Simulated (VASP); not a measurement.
TiTe:

```xyz
4
Lattice="3.9394 0.0000 0.0000 -1.9697 3.4116 0.0000 0.0000 0.0000 6.4088" Properties=species:S:1:pos:R:3 pbc="T T T"
Ti    0.0000    0.0000    0.0000
Ti    0.0000    2.2744    3.2044
Te    1.9697    1.1372    1.6022
Te    1.9697    1.1372    4.8066
```

```yaml
Program: VASP 6.6.1
Task: relaxation of cell and atoms
Functional: PBEsol
Potentials_or_basis: VASP PAW PBE potentials, release 64 (Ti_sv, Te)
Cutoff: 600 eV
k_mesh: 12 × 12 × 6
Occupations: gaussian, width 0.1 eV
Spin: no spin polarisation
```

At the start: pressure 1.7 GPa; volume 21.53 Å³/atom.

**Question.** Where does the relaxation end?

**Answer.** Over 10 steps the energy falls by 197.7 meV/atom and the volume is 20.83 Å³/atom (-3.3 %); space group P6_3/mmc (No. 194, to 0.1 Å) before and after.

The path:
```tsv
step	energy change (eV)	largest force (eV/Å)	pressure (GPa)	volume (Å³)
1	0.0000	0.0000	1.69	86.13
2	-0.4639	0.0000	-2.38	88.67
3	-0.5549	0.0000	-7.69	91.94
4	-0.6163	0.0000	-5.52	90.61
5	-0.7611	0.0000	3.02	80.53
6	-0.7906	0.0000	0.12	83.22
7	-0.7905	0.0000	-0.01	83.37
8	-0.7906	0.0000	-0.08	83.40
9	-0.7906	0.0000	-0.13	83.42
10	-0.7907	0.0000	-0.02	83.31
```

Final structure:
```
Ti Te
1.0
     3.56135    0.00000    0.00000
    -1.78067    3.08422    0.00000
     0.00000    0.00000    7.58513
Ti Te
2 2
Direct
  0.00000 0.00000 0.00000
  0.33333 0.66667 0.50000
  0.66667 0.33333 0.25000
  0.66667 0.33333 0.75000
```

Caveat: a cell axis changed by over 15 % at a fixed basis, so the end point is rough; the PAW data sets were made with another functional, which shifts forces and pressure a little.
